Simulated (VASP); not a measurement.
A run of VASP 6.6.1 is set up as follows.

The input POSCAR:

```
GaN
1.0
    0.0000000000      2.2489525411      2.3164211173
    2.2489525411      0.0000000000      2.3164211173
    2.2489525411      2.2489525411      0.0000000000
Ga N
1 1
Direct
    0.0000000000      0.0000000000      0.0000000000
    0.2500000000      0.2500000000      0.2500000000
```

The input INCAR.step1:

```
SYSTEM = GaN
  PREC = Accurate
  ENCUT = 500
  EDIFF = 1E-8
  ISMEAR = 0
  SIGMA = 0.01
  LREAL = .FALSE.
  LASPH = .TRUE.
  NELM = 80
  ALGO = Normal
  LWAVE = .TRUE.
  LCHARG = .FALSE.
  GGA = PE
```

File INCAR.step2:

```
SYSTEM = GaN
  PREC = Accurate
  ENCUT = 500
  EDIFF = 1E-8
  ISMEAR = 0
  SIGMA = 0.01
  LREAL = .FALSE.
  LASPH = .TRUE.
  NELM = 1
  ALGO = Exact
  LWAVE = .TRUE.
  LCHARG = .FALSE.
  GGA = PE
  NBANDS = 106
  LOPTICS = .TRUE.
  ISTART = 1
```

The input INCAR.step3:

```
SYSTEM = GaN
  PREC = Accurate
  ENCUT = 500
  EDIFF = 1E-8
  ISMEAR = 0
  SIGMA = 0.01
  LREAL = .FALSE.
  LASPH = .TRUE.
  ALGO = EVGW0
  LWAVE = .FALSE.
  LCHARG = .FALSE.
  GGA = PE
  NELMGW = 1
  NBANDS = 106
  ENCUTGW = 150.0
  NOMEGA = 96
  PRECFOCK = Fast
  ISTART = 1
  NBANDSGW = 17
  OMEGAMAX = 20
```

KPOINTS

```
regular mesh
0
G
  6 6 6
  0 0 0
```

Potentials or basis: VASP PAW PBE potentials, release 64 (Ga_d_GW, N_GW).

Command:

```console
$ cat potpaw_PBE.64/Ga_d_GW/POTCAR potpaw_PBE.64/N_GW/POTCAR > POTCAR
$ cp INCAR.step1 INCAR
$ mpirun -np 1 vasp_std > vasp.out
$ cp INCAR.step2 INCAR
$ mpirun -np 1 vasp_std > vasp.out
$ cp INCAR.step3 INCAR
$ mpirun -np 1 vasp_std > vasp.out
```

Predict the quasiparticle gap.

2.59 eV.

Predict the least direct quasiparticle gap.

2.59 eV.

Estimate the band gap of the starting levels on the mesh.

1.52 eV.

What does it give for the least direct gap of the starting levels on the mesh?

1.52 eV.

Caveat: the k points lie up to 0.40 Å⁻¹ apart; bands, screening cutoff and mesh are small and nothing is extrapolated, so the quasiparticle values aren't converged; the structure was generated, so it needn't be the stable form of GaN.
